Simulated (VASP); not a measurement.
Input of a VASP 6.6.1 run:

The input POSCAR:

```
Mg3Sb2
1.0
    4.5938676660      0.0000000000      0.0000000000
   -2.2969338330      3.9784061003      0.0000000000
    0.0000000000      0.0000000000      7.2742753392
Mg Sb
3 2
Direct
    0.3333333333      0.6666666667      0.6319626151
    0.6666666667      0.3333333333      0.3680373849
    0.0000000000      0.0000000000      0.0000000000
    0.3333333333      0.6666666667      0.2256274637
    0.6666666667      0.3333333333      0.7743725363
```

The input INCAR.step1:

```
  PREC = Accurate
  ENCUT = 660
  ISMEAR = 0
  SIGMA = 0.01
  LREAL = F
  LASPH = T
  NELM = 120
  NBANDS = 16
  GGA = PE
  ALGO = Normal
  EDIFF = 1E-5
  LWAVE = T
  LCHARG = F
  GGA_COMPAT = F
```

INCAR.step2

```
  PREC = Accurate
  ENCUT = 660
  EDIFF = 1E-6
  ISMEAR = 0
  SIGMA = 0.01
  LREAL = F
  LASPH = T
  NELM = 120
  ALGO = Normal
  ISIF = 2
  LWAVE = F
  LCHARG = F
  METAGGA = R2SCAN
  LMIXTAU = T
  NBANDS = 16
  ISTART = 1
  GGA_COMPAT = F
```

The input KPOINTS:

```
regular mesh
0
Gamma
  12 12 6
```

Potentials or basis: VASP PAW PBE potentials, release 64 (Mg, Sb).

Launch:

```bash
$ cat potpaw_PBE.64/Mg/POTCAR potpaw_PBE.64/Sb/POTCAR > POTCAR
$ cp INCAR.step1 INCAR
$ mpirun -np 1 vasp_std > vasp.out
$ cp INCAR.step2 INCAR
$ mpirun -np 1 vasp_std > vasp.out
```

Question: Estimate the largest force.

Answer: 0.163 eV/Å.

Question: Estimate the pressure.

Answer: -0.9 GPa.

Question: What does it give for the band gap on the k mesh?

Answer: 0.51 eV (least direct gap 1.67 eV).

Forces in eV/Å, atoms in the order of the input:
```
Mg   0.000  0.000  0.034
Mg   0.000  0.000 -0.034
Mg   0.000  0.000  0.000
Sb   0.000  0.000  0.163
Sb   0.000  0.000 -0.163
```

Caveat: semilocal functionals underestimate gaps, and a narrow one can read as zero; the PAW data sets were made with another functional, which shifts forces and pressure a little; spin-orbit coupling is left out, which moves the levels of the heavy elements. A k mesh can miss the band edges.
